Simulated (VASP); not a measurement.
Runs of VASP 6.6.1 on ScAl3. The structure is that of space group Pm-3m (No. 221), or close to it. The cells are those of the table. 

| cell | gap on the mesh (eV) | pressure (GPa) |
| --- | --- | --- |
| a = 3.746, b = 3.746, c = 3.908 Å, 4 atoms | none | (a) |
| a = 3.908, b = 3.908, c = 3.746 Å, 4 atoms | none | (b) |
| a = 4.397 Å, 4 atoms | none | -12.8 |
| a = 3.746 Å, 4 atoms | none | 38.1 |
| a = 3.908 Å, 4 atoms | none | 14.6 |

Alike in all rows: task single point; level PBEsol; potentials or basis VASP PAW PBE potentials, release 64 (Sc_sv, Al); no spin polarisation; k mesh 12 × 12 × 12; cutoff (eV) 520; smearing gaussian 0.15 eV.

Question: Estimate the missing entries.

Answer: (a) 29.3; (b) 21.4.

Caveats: the PAW data sets were made with another functional, which shifts forces and pressure a little.

A gap of «none» marks levels without a gap at the run's occupations.
